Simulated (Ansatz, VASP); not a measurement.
# Hf: VASP beside Ansatz

POSCAR

```
Hf
1.0
    0.0000000000      2.1874114471      2.1874114471
    2.1874114471      0.0000000000      2.1874114471
    2.1874114471      2.1874114471      0.0000000000
Hf
1
Direct
    0.0000000000      0.0000000000      0.0000000000
```

The input INCAR.step1:

```
PREC = Accurate
ENCUT = 520
ISMEAR = 0
SIGMA = 0.1
LREAL = F
LASPH = T
NELM = 60
NBANDS = 11
GGA = PE
ALGO = Normal
EDIFF = 1E-4
LWAVE = T
LCHARG = F
```

The input INCAR.step2:

```
PREC = Accurate
ENCUT = 520
EDIFF = 1E-7
ISMEAR = 0
SIGMA = 0.1
LREAL = F
LASPH = T
NELM = 60
ALGO = Normal
ISIF = 2
LWAVE = F
LCHARG = F
METAGGA = R2SCAN
LMIXTAU = T
NBANDS = 11
ISTART = 1
```

The input KPOINTS:

```
Automatic mesh
0
Gamma
  8 8 8
```

Input for Ansatz:

```yaml
crystal:
  lattice:
    - [0.0, 2.1874114473, 2.1874114473]
    - [2.1874114473, 0.0, 2.1874114473]
    - [2.1874114473, 2.1874114473, 0.0]
  atoms:
    - { symbol: Hf, position: [0.0, 0.0, 0.0] }
basis:
  ecutwfc: 500
kpoints:
  mp_grid: { grid: [8, 8, 8] }
hamiltonian:
  xc: r2scan
scf:
  occupations: { method: gaussian, width: 0.1 }
output:
  forces: true
  stress: true
  eigenvalues: true
```

Alike in both runs: task single point; functional r2SCAN; k mesh 8 × 8 × 8; occupations gaussian, width 0.1 eV; no spin polarisation.

|  | VASP | Ansatz |
| --- | --- | --- |
| version | VASP 6.6.1 | Ansatz 0.2.0 |
| potentials or method | VASP PAW PBE potentials, release 64 (Hf_pv), cutoff 520 eV | scalar-relativistic, plane waves, PAW |
| valence electrons in the cell | 10 | 26 |

Ansatz gave:

- gap on the k mesh at the Fermi level (eV): none
- pressure (GPa): 8.1

**Question.** What did VASP give for the same quantities?

**Answer.** gap on the k mesh at the Fermi level (eV): none; pressure (GPa): 7.6.

VASP's potentials were made for PBE, not for r2SCAN. A gap of «none» marks a metal or a gap that the smearing closes. With one functional, cell and mesh, what is left measures potentials, basis and numerics. VASP's potentials hold 10 valence electrons a cell and Ansatz's 26, so a difference there can come from the potentials and not from the codes.

Spin-orbit coupling is off throughout.
